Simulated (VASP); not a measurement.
Ti: single point with PBEsol

The system is Ti.

```
Ti
1.0
     2.99425    0.00000    0.00000
    -1.49712    2.59309    0.00000
     0.00000    0.00000    4.68600
Ti
2
Direct
  0.33333 0.66667 0.25000
  0.66667 0.33333 0.75000
```

This cell differs from its parent crystal: strain +0.0150 x Voigt [1, 1, 0, 0, 0, 0].

```yaml
Program: VASP 6.6.1
Task: single point
Functional: PBEsol
Potentials_or_basis: VASP PAW PBE potentials, release 64 (Ti_sv)
Cutoff: 520 eV
k_mesh: 18 × 18 × 10
Occupations: gaussian, width 0.15 eV
Spin: no spin polarisation
Dipole_correction: no
Further_INCAR_settings: ALGO = Fast; EDIFF = 1e-07; NBANDS = 19
```

- Pressure: -8.8 GPa
- Band gap on the k mesh: zero (bands 12 and 13 overlap by 1.06 eV)

Stress tensor (GPa, compression positive):
```
-9.12  0.00  0.00
 0.00 -9.12  0.00
 0.00  0.00 -8.25
```

Levels at points of the mesh, in eV from the Fermi level:
| k point | band 9 | band 10 | band 11 | band 12 | band 13 | band 14 | band 15 | band 16 |
| --- | --- | --- | --- | --- | --- | --- | --- | --- |
| (0.00, 0.00, 0.00) | -6.10 | -2.57 | 0.73 | 0.73 | 0.77 | 0.92 | 1.22 | 1.22 |
| (0.50, 0.00, 0.00) | -2.31 | -2.04 | -1.72 | -0.70 | 0.40 | 0.62 | 1.16 | 3.12 |
| (0.00, 0.00, 0.50) | -4.27 | -4.27 | 0.13 | 0.13 | 0.62 | 0.62 | 0.62 | 0.62 |
| (0.50, 0.00, 0.50) | -2.43 | -2.43 | -0.74 | -0.74 | 1.21 | 1.21 | 1.60 | 1.60 |

It took 10 min on 1 thread of Intel Xeon 8259CL (shared host), peak memory 0.25 GiB.

Caveat: the cell differs from its parent crystal (strain +0.0150 x Voigt [1, 1, 0, 0, 0, 0]); the cell stands under tension; the PAW data sets were made with another functional, which shifts forces and pressure a little.
